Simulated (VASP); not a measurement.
A run of VASP 6.6.1:

File INCAR:

```
SYSTEM = GaP
ALGO = Normal
EDIFF = 1E-6
ENCUT = 520
GGA = PS
ISIF = 2
ISMEAR = -5
LASPH = .True.
LCHARG = .False.
LREAL = .False.
LWAVE = .False.
NBANDS = 16
NELM = 60
PREC = Accurate
SIGMA = 0.1
```

The input KPOINTS:

```
k-points
0
Gamma
  6 6 6
  0 0 0
```

POSCAR

```
GaP
1.0
    0.0000000000      2.7254101930      2.7254101930
    2.7254101930      0.0000000000      2.7254101930
    2.7254101930      2.7254101930      0.0000000000
Ga P
1 1
Direct
    0.0000000000      0.0000000000      0.0000000000
    0.2500000000      0.2500000000      0.2500000000
```

Potentials or basis: VASP PAW PBE potentials, release 64 (Ga_d, P).

Command:

```bash
$ cat potpaw_PBE.64/Ga_d/POTCAR potpaw_PBE.64/P/POTCAR > POTCAR
$ mpirun -np 1 vasp_std > vasp.out
```

Hardware: 1 thread of Intel Xeon 8259CL, on a shared host.

How long does it take, and how much memory?

Run time: 22 s on 1 thread of Intel Xeon 8259CL, on a shared host, peak memory 0.17 GiB. Counts: scf iterations 12, k points 16.
